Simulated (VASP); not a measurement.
SrSc3Zn:

```
Sr Sc Zn
1.0
     5.18930    0.00000    0.00000
     0.00000    5.18930    0.00000
     0.00000    0.00000    5.18930
Sr Sc Zn
1 3 1
Direct
  0.50000 0.50000 0.50000
  0.50000 0.50000 0.00000
  0.00000 0.50000 0.50000
  0.50000 0.00000 0.50000
  0.00000 0.00000 0.00000
```

- Program: VASP 6.6.1
- Task: relaxation of cell and atoms
- Functional: PBE
- Potentials or basis: VASP PAW PBE potentials, release 64 (Sr_sv, Sc_sv, Zn)
- Cutoff: 600 eV
- k mesh: 8 × 8 × 8
- Occupations: gaussian, width 0.1 eV
- Spin: no spin polarisation

At the start: pressure 1.1 GPa; volume 27.95 Å³/atom.

Problem. Where does the relaxation end?

Solution. Over 3 steps the energy falls by 4.9 meV/atom and the volume is 29.49 Å³/atom (+5.5 %); space group Pm-3m (No. 221, to 0.05 Å).

Step by step:
```
step  energy change (eV)  largest force (eV/Å)  pressure (GPa)  volume (Å³)
   1              0.0000                0.0000            1.09       139.74
   2             -0.0190                0.0000            0.50       143.61
   3             -0.0245                0.0000           -0.03       147.47
```

Final structure:
```
Sr Sc Zn
1.0
     5.28327    0.00000    0.00000
     0.00000    5.28327    0.00000
     0.00000    0.00000    5.28327
Sr Sc Zn
1 3 1
Direct
  0.50000 0.50000 0.50000
  0.50000 0.50000 0.00000
  0.00000 0.50000 0.50000
  0.50000 0.00000 0.50000
  0.00000 0.00000 0.00000
```
